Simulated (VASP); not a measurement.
# CdF2 (P1) in VASP: single point with PBE

Aim: the single point of CdF2 with PBE.

Program: VASP 6.6.1. These are calculated values, not measurements. Logs are shortened: lines on timing, memory, paths and dates and some standing lists are left out, and cuts for length are marked.

## Step 1: The cell of the first run

The typed cell holds 24 atoms: a = 7.739 Å, b = 7.739 Å, c = 7.739 Å, α = 60.00°, β = 60.00°, γ = 60.00°.

## Step 2: Single point, PBE

The input, INCAR:

```
SYSTEM = CdF2
PREC = Accurate
ENCUT = 520
EDIFF = 1E-7
ISMEAR = -1
SIGMA = 0.146
LREAL = Auto
LASPH = .TRUE.
NELM = 60
ALGO = Normal
ISIF = 2
LWAVE = .FALSE.
LCHARG = .FALSE.
GGA = PE
NBANDS = 122
```

The input, KPOINTS:

```
regular mesh
0
G
  2 2 2
  0 0 0
```

The input, POSCAR:

```
CdF2
1.0
    0.0000000000      5.4720250000      5.4720250000
    5.4720250000      0.0000000000      5.4720250000
    5.4720250000      5.4720250000      0.0000000000
Cd F
8 16
Direct
   -0.0239988852     -0.0127719628      0.0358063971
    0.0079698101     -0.0103084324      0.4940070632
    0.0251228750      0.5010044728     -0.0332021509
    0.0121061216      0.4831728656      0.5070727930
    0.4732388832      0.0144017982     -0.0285300232
    0.4794089026     -0.0226555069      0.5385893705
    0.5317119348      0.5073629963     -0.0127868568
    0.5167165720      0.4919332423      0.5186505910
    0.1208066484      0.1488028655      0.1354595419
    0.3464400291      0.4271260639      0.3359618240
    0.1487856872      0.1268320229      0.5688813556
    0.3717624645      0.3611959923      0.8782239664
    0.1342671132      0.6458069910      0.0791155011
    0.4222954939      0.8457910006      0.3740992594
    0.1742412544      0.6172909480      0.5836905899
    0.3326028298      0.8913042247      0.8976068275
    0.6103681909      0.1328444223      0.1573781187
    0.8415779350      0.3795751116      0.4376828505
    0.5924184374      0.1587082479      0.5921569255
    0.8911021057      0.3405980419      0.8545565855
    0.7060967375      0.5921199190      0.1251622571
    0.8672626678      0.8472145138      0.4100977243
    0.6043792746      0.6256406906      0.6673884896
    0.8580518181      0.9217055843      0.8767416085
```

Potentials or basis: VASP PAW PBE potentials, release 64 (Cd, F).

Command:

```sh
$ cat potpaw_PBE.64/Cd/POTCAR potpaw_PBE.64/F/POTCAR > POTCAR
$ mpirun -np 1 vasp_std > vasp.out
```

OUTCAR:

```text
SYSTEM = CdF2
   PREC = Accurate
   ENCUT = 520
   EDIFF = 1E-7
   ISMEAR = -1
   LREAL = Auto
   LASPH = .TRUE.
   NELM = 60
   ISIF = 2
   GGA = PE

 ion  position               nearest neighbor table
   1  0.976  0.987  0.036-  24 2.19  13 2.21  16 2.26  20 2.27  17 2.32  22 2.37   9 2.58   2 3.69
                             5 3.73   7 3.76   4 3.78
   2  0.008  0.990  0.494-  11 2.25   9 2.28  22 2.33  15 2.37  24 2.45  18 2.51  14 2.62  19 2.64
                             1 3.69   3 3.72   6 3.78
   3  0.025  0.501  0.967-  21 2.05  12 2.20   9 2.25  13 2.32  15 2.42  20 2.58  24 2.68   5 3.62
                             8 3.65   4 3.68   7 3.72   2 3.72
   4  0.012  0.483  0.507-  10 2.16  18 2.21  20 2.21  11 2.29  22 2.31  15 2.38  23 2.59  13 2.71
                             3 3.68   7 3.72   8 3.76   6 3.77   1 3.78
   5  0.473  0.014  0.971-  16 2.15  12 2.21   9 2.27  19 2.40  24 2.48  14 2.61  21 2.78  17 2.80
                             6 3.48   3 3.62   8 3.63   7 3.66   1 3.73
   6  0.479  0.977  0.539-  11 2.16  23 2.23  19 2.25  14 2.27  16 2.28  17 2.42  22 2.45   5 3.48
                             7 3.57   8 3.70   4 3.77   2 3.78
   7  0.532  0.507  0.987-  23 2.03  10 2.25  20 2.31  17 2.39  16 2.47  13 2.53  21 2.53  12 2.63
                             6 3.57   5 3.66   3 3.72   4 3.72   8 3.75   1 3.76
   8  0.517  0.492  0.519-  18 2.06  19 2.16  15 2.19  14 2.24  12 2.29  23 2.35  21 2.52  10 2.69
                             5 3.63   3 3.65   6 3.70   7 3.75   4 3.76
   9  0.121  0.149  0.135-   3 2.25   5 2.27   2 2.28   1 2.58
  10  0.346  0.427  0.336-   4 2.16   7 2.25   8 2.69
  11  0.149  0.127  0.569-   6 2.16   2 2.25   4 2.29
  12  0.372  0.361  0.878-   3 2.20   5 2.21   8 2.29   7 2.63
  13  0.134  0.646  0.079-   1 2.21   3 2.32   7 2.53   4 2.71
  14  0.422  0.846  0.374-   8 2.24   6 2.27   5 2.61   2 2.62
  15  0.174  0.617  0.584-   8 2.19   2 2.37   4 2.38   3 2.42
  16  0.333  0.891  0.898-   5 2.15   1 2.26   6 2.28   7 2.47
  17  0.610  0.133  0.157-   1 2.32   7 2.39   6 2.42   5 2.80
  18  0.842  0.380  0.438-   8 2.06   4 2.21   2 2.51
  19  0.592  0.159  0.592-   8 2.16   6 2.25   5 2.40   2 2.64
  20  0.891  0.341  0.855-   4 2.21   1 2.27   7 2.31   3 2.58
  21  0.706  0.592  0.125-   3 2.05   8 2.52   7 2.53   5 2.78
  22  0.867  0.847  0.410-   4 2.31   2 2.33   1 2.37   6 2.45
  23  0.604  0.626  0.667-   7 2.03   6 2.23   8 2.35   4 2.59
  24  0.858  0.922  0.877-   1 2.19   2 2.45   5 2.48   3 2.68

  LATTYP: Found a face centered cubic cell.
 ALAT       =    10.9440500000

  Lattice vectors:

 A1 = (   0.0000000000,   5.4720250000,   5.4720250000)
 A2 = (   5.4720250000,   0.0000000000,   5.4720250000)
 A3 = (   5.4720250000,   5.4720250000,   0.0000000000)

Analysis of symmetry for initial positions (statically):
=====================================================================
 Subroutine PRICEL returns:
 Original cell was already a primitive cell.

 Routine SETGRP: Setting up the symmetry group for a
 face centered cubic supercell.

 Subroutine GETGRP returns: Found  1 space group operations
 (whereof  1 operations were pure point group operations)
 out of a pool of 48 trial point group operations.

The static configuration has the point symmetry C_1 .

Analysis of symmetry for dynamics (positions and initial velocities):
=====================================================================
 Subroutine PRICEL returns:
 Original cell was already a primitive cell.

 Routine SETGRP: Setting up the symmetry group for a
 face centered cubic supercell.

 Subroutine GETGRP returns: Found  1 space group operations
 (whereof  1 operations were pure point group operations)
 out of a pool of 48 trial point group operations.

The dynamic configuration has the point symmetry C_1 .

 Subroutine INISYM returns: Found  1 space group operations
 (whereof  1 operations are pure point group operations),
 and found     1 'primitive' translations

----------------------------------------------------------------------------------------

                                     Primitive cell

  volume of cell :     327.6983

  direct lattice vectors                    reciprocal lattice vectors
     0.000000000  5.472025000  5.472025000    -0.091373852  0.091373852  0.091373852
     5.472025000  0.000000000  5.472025000     0.091373852 -0.091373852  0.091373852
     5.472025000  5.472025000  0.000000000     0.091373852  0.091373852 -0.091373852

  length of vectors
     7.738611969  7.738611969  7.738611969     0.158264153  0.158264153  0.158264153

  position of ions in fractional coordinates (direct lattice)
     0.976001115  0.987228037  0.035806397
[... 62 lines left out ...]
    -0.045686926  0.045686926  0.045686926     0.500000000  0.000000000  0.000000000
     0.045686926 -0.045686926  0.045686926     0.000000000  0.500000000  0.000000000
     0.045686926  0.045686926 -0.045686926     0.000000000  0.000000000  0.500000000

  Length of vectors
     0.079132077  0.079132077  0.079132077

  Shift w.r.t. Gamma in fractional coordinates (k-lattice)
     0.000000000  0.000000000  0.000000000

 Subroutine IBZKPT returns following result:
 ===========================================

 Found      8 irreducible k-points:

 Following reciprocal coordinates:
            Coordinates               Weight
  0.000000  0.000000  0.000000      1.000000
  0.500000  0.000000  0.000000      1.000000
  0.000000  0.500000  0.000000      1.000000
  0.000000  0.000000  0.500000      1.000000
  0.500000  0.500000  0.500000      1.000000
  0.500000  0.500000  0.000000      1.000000
  0.000000  0.500000  0.500000      1.000000
  0.500000  0.000000  0.500000      1.000000
   k-points           NKPTS =      8   k-points in BZ     NKDIM =      8   number of bands    NBANDS=    122
   number of dos      NEDOS =    301   number of ions     NIONS =     24
   total plane-waves  NPLWV = 216000
   dimension x,y,z NGX =    60 NGY =   60 NGZ =   60
   dimension x,y,z NGXF=   120 NGYF=  120 NGZF=  120
   ions per type =               8  16
   NGX,Y,Z   is equivalent  to a cutoff of  12.89, 12.89, 12.89 a.u.
   NGXF,Y,Z  is equivalent  to a cutoff of  25.78, 25.78, 25.78 a.u.
 SYSTEM =  CdF2
   PREC   = accura    normal or accurate (medium, high low for compatibility)
   ISTART =      0    job   : 0-new  1-cont  2-samecut
   ICHARG =      2    charge: 1-file 2-atom 10-const
   ISPIN  =      1    spin polarized calculation?
   LNONCOLLINEAR =      F non collinear calculations
   LSORBIT =      F    spin-orbit coupling
   LASPH  =      T    aspherical Exc in radial PAW
   ENCUT  =  520.0 eV  38.22 Ry    6.18 a.u.  14.39 14.39 14.39*2*pi/ulx,y,z
   NELM   =     60;   NELMIN=  2; NELMDL= -5     # of ELM steps
   EDIFF  = 0.1E-06   stopping-criterion for ELM
   LREAL  =      T    real-space projection
   EDIFFG = 0.1E-05   stopping-criterion for IOM
   NSW    =      0    number of steps for IOM
   IBRION =     -1    ionic relax: 0-MD 1-quasi-New 2-CG
   NFREE  =      0    steps in history (QN), initial steepest desc. (CG)
   ISIF   =      2    stress and relaxation
   ISYM   =      2    0-nonsym 1-usesym 2-fastsym
   POTIM  = 0.5000    time-step for ionic-motion
   TEBEG  =    0.0;   TEEND  =   0.0 temperature during run
   PSTRESS=    0.0 pullay stress
   NELECT =     208.0000    total number of electrons
   NUPDOWN=      -1.0000    fix difference up-down
   EMIN   =  10.00;   EMAX   =-10.00  energy-range for DOS
   EFERMI =   0.00;   METHOD = LEGACY
   ISMEAR =    -1;   SIGMA  =   0.15  broadening in eV -4-tet -1-fermi 0-gaus
   EFERMI_NEDOS =   21; number of points for ismear=-14 and -15
   IALGO  =     38    algorithm
   IMIX   =      4    mixing-type and parameters
     AMIX     =   0.40;   BMIX     =  1.00
     AMIX_MAG =   1.60;   BMIX_MAG =  1.00
  volume/ion in A,a.u.               =      13.65        92.14
  Fermi-wavevector in a.u.,A,eV,Ry     =   1.406926  2.658704 26.931920  1.979440
  Thomas-Fermi vector in A             =   2.529237
   LORBIT       =      0    0 simple, 1 ext, 2 COOP (PROOUT), +10 PAW based schemes
   GGA     = PE    functional components
   LHFCALC =     F    Hartree Fock is set to
   AEXX    =    0.0000 exact exchange contribution
   IVDW    =     0    specifies the selected vdW correction
   LEPSILON=     F    determine dielectric tensor
   LRPA    =     F    only Hartree local field effects (RPA)
 non-spin polarized calculation
  energy-cutoff  :      520.00
  volume of cell :      327.70
 maximum number of plane-waves:      8904
 NGX is ok and might be reduce to    60
   NGX = 29   NGY = 29   NGZ = 29

 number of electron     207.9999994 magnetization

 Free energy of the ion-electron system (eV)
  ---------------------------------------------------
  ext. energy  EPLUGINS =         0.00000000
  ---------------------------------------------------
  free energy    TOTEN  =       -84.26103368 eV

  energy without entropy =      -84.26013689  energy(sigma->0) =      -84.26058528

 E-fermi :   0.2168     XC(G=0): -10.1451

 val. band max:       -1.1018490778   @ k =   0.0000   0.0000   0.0000
 cond. band min:       1.1860013975   @ k =   0.0000   0.0000   0.0000
 fundamental gap:      2.2878504754
 Fermi energy:         0.2167521386

 k-point     1 :       0.0000    0.0000    0.0000
  band No.  band energies     occupation
      1     -22.8760      2.00000
      2     -22.5439      2.00000
      3     -22.4067      2.00000
      4     -22.2080      2.00000
      5     -22.1669      2.00000
      6     -22.0693      2.00000
[... 941 lines left out ...]
    115       8.4007      0.00000
    116       8.5787      0.00000
 [bands above 116 left out]

------------------------ aborting loop because EDIFF is reached ----------------------------------------

  FORCE on cell =-STRESS in cart. coord.  units (eV):
  Direction    XX          YY          ZZ          XY          YZ          ZX
  --------------------------------------------------------------------------------------
  -------------------------------------------------------------------------------------
  Total       14.1756837     12.8163404     12.8848204     -2.4397950      0.5731466     -0.8230369
  in kB       69.3075238     62.6614446     62.9962557    -11.9286065      2.8022190     -4.0239787
  external PRESSURE =      64.9884080 kB  Pullay stress =       0.0000000 kB

 VOLUME and BASIS-vectors are now :
 -----------------------------------------------------------------------------
  energy-cutoff  :      520.00
  volume of cell :      327.70
      direct lattice vectors                 reciprocal lattice vectors
     0.000000000  5.472025000  5.472025000    -0.091373852  0.091373852  0.091373852
     5.472025000  0.000000000  5.472025000     0.091373852 -0.091373852  0.091373852
     5.472025000  5.472025000  0.000000000     0.091373852  0.091373852 -0.091373852

 POSITION                                       TOTAL-FORCE (eV/Angst)
 -----------------------------------------------------------------------------------
      5.59807      5.53664     10.74284         0.537297     -0.335892     -0.381671
      8.11884      2.74683      5.45923         0.498795      0.214830      0.112220
      8.03185      5.42782      2.87898         0.115888      0.311692      0.934163
      5.41865      2.84096      2.71018        -0.362024     -0.639134      0.432024
      5.39471      7.90548      2.66838         0.497747      2.098601      0.912714
      8.29523      5.57051      7.97139        -0.846796     -0.929831      1.318928
[... 16 lines left out ...]
      7.07549      6.95914      6.73070        -0.510412     -0.529966      0.763562
      9.84115      9.49283      9.73888        -0.913222     -1.306465     -0.466440
 -----------------------------------------------------------------------------------
    total drift:                                0.001280      0.005654     -0.008408

  FREE ENERGIE OF THE ION-ELECTRON SYSTEM (eV)
  ---------------------------------------------------
  free  energy   TOTEN  =       -84.2610336797 eV

  energy  without entropy=      -84.2601368863  energy(sigma->0) =      -84.26058528
```

Run time: 17 min. Hardware: 1 thread of Intel Xeon Platinum 8259CL at 2.50GHz (Skylake/Cascade Lake), shared host; peak memory 0.59 GiB.

What came out:

* Free energy: -84.2610 eV
* Pressure: 6.5 GPa
* Largest force: 2.954 eV/Å
* Band gap on the k mesh: 2.29 eV

Forces on the atoms (eV/Å):
```
Cd   0.537 -0.336 -0.382
Cd   0.499  0.215  0.112
Cd   0.116  0.312  0.934
Cd  -0.362 -0.639  0.432
Cd   0.498  2.099  0.913
Cd  -0.847 -0.930  1.319
Cd   1.262  1.472 -2.229
Cd   0.201 -1.500  0.256
F   -0.074  0.089 -0.967
F   -0.527  0.432  0.715
F    0.153  0.244 -0.404
F    0.026  0.331  0.391
F   -0.208  0.031 -0.709
F   -0.292 -0.914 -0.057
F    1.576 -0.247 -0.823
F   -0.158  0.374  0.368
F   -0.043  0.061  0.278
F   -1.174  0.874  0.620
F   -0.705  0.897 -0.884
F    0.431  0.595  0.364
F    0.395 -1.676 -0.951
F    0.119  0.051  0.406
F   -0.510 -0.530  0.764
F   -0.913 -1.306 -0.466
```

Stress tensor (GPa, compression positive):
```
 6.93 -1.19 -0.40
-1.19  6.27  0.28
-0.40  0.28  6.30
```

Caveat: the k points lie up to 0.50 Å⁻¹ apart; the atoms stand as in a frame of molecular dynamics; forces of over 1 eV/Å act on the atoms, so gaps and moduli don't describe the material at rest.
